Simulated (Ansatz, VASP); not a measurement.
## SnO in VASP and in Ansatz

```xyz
4
Lattice="3.7157 -0.1339 0.0000 -0.2289 6.3515 0.0000 0.0000 0.0000 3.9125" Properties=species:S:1:pos:R:3 pbc="T T T"
Sn   -0.0537    1.4895    2.0619
Sn    1.6827    4.7950    0.1056
O    -0.2022    5.6122    2.8288
O     1.8312    0.6723    0.8725
```

Change from the starting cell: engineering shear strain xy -0.0800, equal normal strain along x and y +0.1100.

Alike in both runs: task single point; functional PBE; dispersion D3(BJ); k mesh 8 × 6 × 8; occupations gaussian, width 0.05 eV; no spin polarisation.

|  | VASP | Ansatz |
| --- | --- | --- |
| version | VASP 6.6.1 | Ansatz 0.2.0 |
| potentials or method | VASP PAW PBE potentials, release 64 (Sn_d, O), cutoff 520 eV | scalar-relativistic, plane waves, PAW |
| valence electrons in the cell | 40 | 40 |

|  | VASP | Ansatz | Ansatz less VASP |
| --- | --- | --- | --- |
| gap on the k mesh at the Fermi level (eV) | 1.37 | 1.37 | +0.007 |
| least direct gap on the mesh (eV) | 2.04 | 2.04 | +0.002 |
| pressure (GPa) | -9.4 | -9.4 | -0.04 |
| traceless stress, the component that is largest in VASP (GPa) | 3.87 | 3.93 | +0.059 |
| rms of the force components (eV/Å) | 0.840 | 0.857 | +0.0175 |

Atom by atom the forces differ by 0.019 eV/Å (rms over components). Ansatz's warnings: dispersion switch in reach.
